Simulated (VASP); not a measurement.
A run of VASP 6.6.1 is set up as follows.

Contents of INCAR:

```
PREC = Accurate ; ENCUT = 520
EDIFF = 1E-6 ; ISMEAR = 0
SIGMA = 0.15 ; LREAL = False
LASPH = True ; NELM = 60
ALGO = Fast ; ISIF = 2
LWAVE = False ; LCHARG = False
GGA = PS ; NBANDS = 12
```

Contents of KPOINTS:

```
Automatic mesh
0
Gamma
  20 20 20
```

File POSCAR:

```
In
1.0
   -1.9873201339      1.9873201339      1.6892221138
    1.9873201339     -1.9873201339      1.6892221138
    1.9873201339      1.9873201339     -1.6892221138
In
1
Direct
    0.0000000000      0.0000000000      0.0000000000
```

Potentials or basis: VASP PAW PBE potentials, release 64 (In_d).

The run is started by

```sh
$ cat potpaw_PBE.64/In_d/POTCAR > POTCAR
$ mpirun -np 1 vasp_std > vasp.out
```

Predict the band gap on the k mesh.

zero (an odd number of electrons rules out a gap without spin polarisation).

Predict the pressure.

-1.3 GPa.

Stress tensor (GPa, compression positive):
```
-1.44  0.00  0.00
 0.00 -1.44  0.00
 0.00  0.00 -1.11
```

Caveat: the PAW data sets were made with another functional, which shifts forces and pressure a little; spin-orbit coupling is left out, which moves the levels of the heavy elements.
